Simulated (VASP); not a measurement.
A run of VASP 6.6.1:

INCAR

```
SYSTEM = Si8O15
PREC = Accurate
ENCUT = 520
EDIFF = 1E-6
ISMEAR = -1
SIGMA = 0.05
LREAL = Auto
LASPH = .True.
NELM = 60
ALGO = Normal
ISIF = 2
LWAVE = .False.
LCHARG = .True.
GGA = PE
IVDW = 12
LELF = .True.
LVHAR = .True.
NBANDS = 78
```

The input KPOINTS:

```
Automatic mesh
0
Gamma
  2 2 2
  0 0 0
```

The input POSCAR:

```
Si8O15
1.0
   -4.2244000000     -4.2244000000      0.0000000000
    4.2244000000     -4.2244000000      0.0000000000
    0.0000000000      0.0000000000      5.3792000000
Si O
8 15
Direct
    0.4980151027      0.5000000000      0.0000000000
    0.0008173942      0.5000000000      0.2507832020
    0.4990230565      0.5000000000      0.5000000000
    0.0008173942      0.5000000000      0.7492167980
   -0.0003467948      0.0000000000      0.0000000000
    0.4937446738      0.0000000000      0.2589898126
   -0.0038315500      0.0000000000      0.5000000000
    0.4937446738      0.0000000000      0.7410101874
    0.1930520311      0.5000000000      0.0000000000
    0.0056258877      0.1932589243      0.2520015988
    0.8067716125      0.5000000000      0.0000000000
    0.0056258877      0.8067410757      0.2520015988
    0.1931509800      0.5000000000      0.5000000000
    0.0056258877      0.1932589243      0.7479984012
    0.8068296089      0.5000000000      0.5000000000
    0.0056258877      0.8067410757      0.7479984012
    0.6922197235      0.0000000000      0.0000000000
    0.4981303854      0.6930785437      0.2518768590
    0.3039754758      0.0000000000      0.0000000000
    0.4981303854      0.3069214563      0.2518768590
    0.4981303854      0.6930785437      0.7481231410
    0.7000918474      0.0000000000      0.5000000000
    0.4981303854      0.3069214563      0.7481231410
```

Potentials or basis: VASP PAW PBE potentials, release 64 (Si, O).

Run with:

```sh
$ cat potpaw_PBE.64/Si/POTCAR potpaw_PBE.64/O/POTCAR > POTCAR
$ mpirun -np 1 vasp_std > vasp.out
```

Hardware: 1 thread of Intel Xeon 8259CL, with other jobs on the host.

Question: Estimate the wall time of this run.

Answer: Wall time 4.7 min on 1 thread of Intel Xeon 8259CL, on a shared host, peak memory 0.32 GiB. Counts: scf iterations 14, k points 8.
